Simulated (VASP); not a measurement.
# KF (Fm-3m) in VASP: single point with HSE06

Aim: the single point of KF with HSE06.

All numbers are computed with VASP 6.6.1; they aren't measurements. Logs are shortened: lines on timing, memory, paths and dates and some standing lists are left out, and cuts for length are marked.

## 1. The cell of the first run

Symmetry: Fm-3m, No. 225, cubic system. The conventional cell has a = 5.318 Å, b = 5.318 Å, c = 5.318 Å, α = 90.00°, β = 90.00°, γ = 90.00°. Within 3.5 Å of K (site symmetry m-3m) lie 6 F at 2.66 Å. F (site symmetry m-3m) has 6 K at 2.66 Å within 3.5 Å.

## 2. Single point, HSE06

POSCAR reads:

```
KF
1.0
    0.0000000000      2.6589612452      2.6589612452
    2.6589612452      0.0000000000      2.6589612452
    2.6589612452      2.6589612452      0.0000000000
K F
1 1
Direct
    0.0000000000      0.0000000000      0.0000000000
    0.5000000000      0.5000000000      0.5000000000
```

INCAR.step1 reads:

```
SYSTEM = KF
  ALGO = Normal
  EDIFF = 1E-5
  ENCUT = 520
  GGA = PE
  ISIF = 2
  ISMEAR = 0
  LASPH = .TRUE.
  LCHARG = .FALSE.
  LREAL = .FALSE.
  LWAVE = .TRUE.
  NBANDS = 15
  NELM = 80
  PREC = Accurate
  SIGMA = 0.01
```

INCAR.step2 reads:

```
SYSTEM = KF
  ALGO = Normal
  EDIFF = 1E-6
  ENCUT = 520
  GGA = PE
  HFSCREEN = 0.2079
  ISIF = 2
  ISMEAR = 0
  ISTART = 1
  LASPH = .TRUE.
  LCHARG = .FALSE.
  LHFCALC = .TRUE.
  LREAL = .FALSE.
  LWAVE = .FALSE.
  NBANDS = 15
  NELM = 80
  PREC = Accurate
  PRECFOCK = Normal
  SIGMA = 0.01
```

KPOINTS reads:

```
k-points
0
G
  6 6 6
  0 0 0
```

Potentials or basis: VASP PAW PBE potentials, release 64 (K_sv, F).

Run with:

```sh
cat potpaw_PBE.64/K_sv/POTCAR potpaw_PBE.64/F/POTCAR > POTCAR
cp INCAR.step1 INCAR
mpirun -np 1 vasp_std > vasp.out
cp INCAR.step2 INCAR
mpirun -np 1 vasp_std > vasp.out
```

OUTCAR:

```text
SYSTEM = KF
   EDIFF = 1E-6
   ENCUT = 520
   GGA = PE
   HFSCREEN = 0.2079
   ISIF = 2
   ISMEAR = 0
   ISTART = 1
   LASPH = .TRUE.
   LHFCALC = .TRUE.
   LREAL = .FALSE.
   NELM = 80
   PREC = Accurate
   PRECFOCK = Normal

 ion  position               nearest neighbor table
   1  0.000  0.000  0.000-   2 2.66   2 2.66   2 2.66   2 2.66   2 2.66   2 2.66
   2  0.500  0.500  0.500-   1 2.66   1 2.66   1 2.66   1 2.66   1 2.66   1 2.66

  LATTYP: Found a face centered cubic cell.
 ALAT       =     5.3179224904

  Lattice vectors:

 A1 = (   0.0000000000,   2.6589612452,   2.6589612452)
 A2 = (   2.6589612452,   0.0000000000,   2.6589612452)
 A3 = (   2.6589612452,   2.6589612452,   0.0000000000)

Analysis of symmetry for initial positions (statically):
=====================================================================
 Subroutine PRICEL returns:
 Original cell was already a primitive cell.

 Routine SETGRP: Setting up the symmetry group for a
 face centered cubic supercell.

 Subroutine GETGRP returns: Found 48 space group operations
 (whereof 48 operations were pure point group operations)
 out of a pool of 48 trial point group operations.

The static configuration has the point symmetry O_h .

Analysis of symmetry for dynamics (positions and initial velocities):
=====================================================================
 Subroutine PRICEL returns:
 Original cell was already a primitive cell.

 Routine SETGRP: Setting up the symmetry group for a
 face centered cubic supercell.

 Subroutine GETGRP returns: Found 48 space group operations
 (whereof 48 operations were pure point group operations)
 out of a pool of 48 trial point group operations.

The dynamic configuration has the point symmetry O_h .

 Subroutine INISYM returns: Found 48 space group operations
 (whereof 48 operations are pure point group operations),
 and found     1 'primitive' translations

----------------------------------------------------------------------------------------

                                     Primitive cell

  volume of cell :      37.5981

  direct lattice vectors                    reciprocal lattice vectors
     0.000000000  2.658961245  2.658961245    -0.188043357  0.188043357  0.188043357
     2.658961245  0.000000000  2.658961245     0.188043357 -0.188043357  0.188043357
     2.658961245  2.658961245  0.000000000     0.188043357  0.188043357 -0.188043357

  length of vectors
     3.760339055  3.760339055  3.760339055     0.325700649  0.325700649  0.325700649
[... 91 lines left out ...]
     AMIX     =   0.40;   BMIX     =  1.00
     AMIX_MAG =   1.60;   BMIX_MAG =  1.00
  volume/ion in A,a.u.               =      18.80       126.86
  Fermi-wavevector in a.u.,A,eV,Ry     =   1.231382  2.326975 20.630538  1.516302
  Thomas-Fermi vector in A             =   2.366194
   LORBIT       =      0    0 simple, 1 ext, 2 COOP (PROOUT), +10 PAW based schemes
   GGA     = PE    functional components
   LHFCALC =     T    Hartree Fock is set to
   PRECFOCK=normal    Normal, Fast or Accurate (Low or Medium for compatibility)
   ENCUT4O =  -1.0   cutoff for four orbital integrals eV
   NKREDX  =     1    reduce k-point grid by
   NKREDY  =     1    reduce k-point grid by
   NKREDZ  =     1    reduce k-point grid by
   AEXX    =    0.2500 exact exchange contribution
   HFSCREEN=    0.2079 screening length (either q_TF or 0.3 A-1)
   HFSCREENC=   0.2079 screening length for correlation (either q_TF or 0.3 A-1)
   ENCUTFOCK=  -1.0 apply spherical cutoff to Coloumb kernel
   IVDW    =     0    specifies the selected vdW correction
   LEPSILON=     F    determine dielectric tensor
   LRPA    =     F    only Hartree local field effects (RPA)
 non-spin polarized calculation
 Gauss-broadening in eV      SIGMA  =   0.01
  energy-cutoff  :      520.00
  volume of cell :       37.60
 maximum number of plane-waves:      1020
  NGX = 24; NGY = 24; NGZ = 24

 number of electron      16.0000010 magnetization

 Free energy of the ion-electron system (eV)
  ---------------------------------------------------
  ext. energy  EPLUGINS =         0.00000000
  ---------------------------------------------------
  free energy    TOTEN  =        -9.96183402 eV

  energy without entropy =       -9.96183402  energy(sigma->0) =       -9.96183402

 E-fermi :  -4.2246     XC(G=0):  -6.9936

 val. band max:       -4.3556409109   @ k =   0.0000   0.0000   0.0000
 cond. band min:       3.8883420909   @ k =   0.0000   0.0000   0.0000
 fundamental gap:      8.2439830019
 Fermi energy:        -4.2246091864

 k-point     1 :       0.0000    0.0000    0.0000
  band No.  band energies     occupation
      1     -31.9569      2.00000
      2     -24.5628      2.00000
      3     -13.8376      2.00000
      4     -13.8376      2.00000
      5     -13.8376      2.00000
      6      -4.3556      2.00000
      7      -4.3556      2.00000
      8      -4.3556      2.00000
      9       3.8883      0.00000
     10       8.7004      0.00000
     11       8.7004      0.00000
     12       8.7004      0.00000
     13      10.5594      0.00000
     14      10.5594      0.00000
[... 257 lines left out ...]
      2     -24.6068      2.00000
      3     -14.3540      2.00000
      4     -14.1653      2.00000
      5     -13.9604      2.00000
      6      -4.6861      2.00000
      7      -4.5306      2.00000
      8      -4.4626      2.00000
      9       6.7591      0.00000
     10       8.5202      0.00000
     11       9.0493      0.00000
     12      11.8473      0.00000
     13      12.6652      0.00000
     14      13.2695      0.00000
     15      13.6532      0.00000

------------------------ aborting loop because EDIFF is reached ----------------------------------------

  FORCE on cell =-STRESS in cart. coord.  units (eV):
  Direction    XX          YY          ZZ          XY          YZ          ZX
  --------------------------------------------------------------------------------------
  -------------------------------------------------------------------------------------
  Total        0.2585798      0.2585798      0.2585798     -0.0000000     -0.0000000     -0.0000000
  in kB       11.0189222     11.0189222     11.0189222     -0.0000000     -0.0000000     -0.0000000
  external PRESSURE =      11.0189222 kB  Pullay stress =       0.0000000 kB

 VOLUME and BASIS-vectors are now :
 -----------------------------------------------------------------------------
  energy-cutoff  :      520.00
  volume of cell :       37.60
      direct lattice vectors                 reciprocal lattice vectors
     0.000000000  2.658961245  2.658961245    -0.188043357  0.188043357  0.188043357
     2.658961245  0.000000000  2.658961245     0.188043357 -0.188043357  0.188043357
     2.658961245  2.658961245  0.000000000     0.188043357  0.188043357 -0.188043357

 POSITION                                       TOTAL-FORCE (eV/Angst)
 -----------------------------------------------------------------------------------
      0.00000      0.00000      0.00000        -0.000000     -0.000000     -0.000000
      2.65896      2.65896      2.65896         0.000000      0.000000      0.000000
 -----------------------------------------------------------------------------------
    total drift:                                0.000000      0.000000      0.000000

  FREE ENERGIE OF THE ION-ELECTRON SYSTEM (eV)
  ---------------------------------------------------
  free  energy   TOTEN  =        -9.9618340202 eV

  energy  without entropy=       -9.9618340202  energy(sigma->0) =       -9.96183402
```

OUTCAR.step1:

```text
SYSTEM = KF
   EDIFF = 1E-5
   ENCUT = 520
   GGA = PE
   ISIF = 2
   ISMEAR = 0
[... 499 lines left out ...]
      0.00000      0.00000      0.00000         0.000000     -0.000000      0.000000
      2.65896      2.65896      2.65896        -0.000000      0.000000     -0.000000
 -----------------------------------------------------------------------------------
    total drift:                                0.000000      0.000000      0.000000

  FREE ENERGIE OF THE ION-ELECTRON SYSTEM (eV)
  ---------------------------------------------------
  free  energy   TOTEN  =        -8.2835888634 eV

  energy  without entropy=       -8.2835888634  energy(sigma->0) =       -8.28358886
```

Wall time 26 min (1 thread of Intel Xeon Platinum 8375C at 2.90GHz (Ice Lake), shared host); peak memory 0.29 GiB.

What came out:

| Item | Value |
| --- | --- |
| Free energy | -9.9618 eV |
| Pressure | 1.1 GPa |
| Band gap on the k mesh | 8.24 eV |

Caveat: the PAW data sets were made with another functional, which shifts forces and pressure a little.
